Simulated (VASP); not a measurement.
A run of VASP 6.6.1:

File INCAR:

```
SYSTEM = Pd
PREC     = Accurate       ! precision mode
ENCUT    = 520            ! plane-wave cutoff, eV
EDIFF    = 1E-6           ! SCF threshold, eV
ISMEAR   = -1             ! smearing method
SIGMA    = 0.1            ! smearing width, eV
LREAL    = .FALSE.        ! projectors in reciprocal space
LASPH    = .TRUE.         ! aspherical terms in the spheres
NELM     = 100            ! most SCF steps
ALGO     = Normal         ! electronic algorithm
ISIF     = 2              ! what is computed and relaxed
LWAVE    = .FALSE.        ! write WAVECAR
LCHARG   = .FALSE.        ! write CHGCAR
GGA      = B5             ! functional
ALDAX    = 1.0          
AGGAX    = 1.0          
AGGAC    = 1.0          
ALDAC    = 0.0          
NBANDS   = 11             ! bands
```

Contents of KPOINTS:

```
Automatic mesh
0
G
  22 22 22
  0 0 0
```

POSCAR

```
Pd
1.0
    0.0000000000      2.0158423276      2.0158423276
    2.0158423276      0.0000000000      2.0158423276
    2.0158423276      2.0158423276      0.0000000000
Pd
1
Direct
    0.0000000000      0.0000000000      0.0000000000
```

Potentials or basis: VASP PAW PBE potentials, release 64 (Pd).

Run with:

```console
$ cat potpaw_PBE.64/Pd/POTCAR > POTCAR
$ mpirun -np 1 vasp_std > vasp.out
```

Hardware: 1 thread of Intel(R) Xeon(R) Platinum 8559C (Emerald Rapids), with other jobs on the host.

Q: How long does it take, and how much memory?

A: Wall time 32 s on 1 thread of Intel(R) Xeon(R) Platinum 8559C (Emerald Rapids) (shared host), peak memory 0.18 GiB. Counts: scf iterations 11, k points 328.
